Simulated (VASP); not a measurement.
**BaMg2Sb2: single point with LDA**

BaMg2Sb2:

```
Ba Mg Sb
1.0
     4.70826    0.00000    0.00000
    -2.35413    4.07747    0.00000
     0.00000    0.00000    7.96465
Ba Mg Sb
1 2 2
Cartesian
  0.0000 0.0000 0.0000
  0.0000 2.7183 4.9768
  2.3541 1.3592 2.9879
  0.0000 2.7183 2.1141
  2.3541 1.3592 5.8506
```

| Quantity | Value |
| --- | --- |
| Program | VASP 6.6.1 |
| Task | single point |
| Functional | LDA |
| Potentials or basis | VASP PAW LDA potentials, release 64 (Ba_sv, Mg, Sb) |
| Cutoff | 520 eV |
| k mesh | 6 × 6 × 2 |
| Occupations | gaussian, width 0.01 eV |
| Spin | no spin polarisation |
| Dipole correction | no |
| Further INCAR settings | ALGO = Normal; EDIFF = 1e-07; NBANDS = 20 |

```yaml
Pressure: 0.2 GPa
Largest_force: 0.022 eV/Å
Band_gap_on_the_k_mesh: 0.72 eV, indirect (least direct gap 1.49 eV)
```

Forces on the atoms (eV/Å):
```
Ba   0.000  0.000  0.000
Mg   0.000  0.000  0.013
Mg   0.000  0.000 -0.013
Sb   0.000  0.000  0.022
Sb   0.000  0.000 -0.022
```

Levels at points of the mesh, in eV from the valence-band top:
```tsv
k point	band 8	band 9	band 10	band 11	band 12	band 13	band 14	band 15	band 16	band 17
(0.00, 0.00, 0.00)	-1.08	-1.08	-0.01	0.00	0.00	1.56	1.56	2.14	2.60	2.60
(0.50, 0.00, 0.00)	-3.04	-1.65	-1.58	-1.37	-1.13	0.72	2.74	3.10	3.89	4.63
(0.00, 0.00, 0.50)	-1.87	-0.74	-0.74	-0.55	-0.55	1.43	2.38	2.38	2.41	3.65
(0.50, 0.00, 0.50)	-3.45	-1.90	-1.75	-0.59	-0.57	0.93	1.68	2.65	3.01	3.36
```

Wall time 20 s on 1 thread of Intel(R) Xeon(R) 6975P-C (Granite Rapids) (shared host), peak memory 0.24 GiB.

Caveat: spin-orbit coupling is left out, which moves the levels of the heavy elements. A k mesh can miss the band edges.
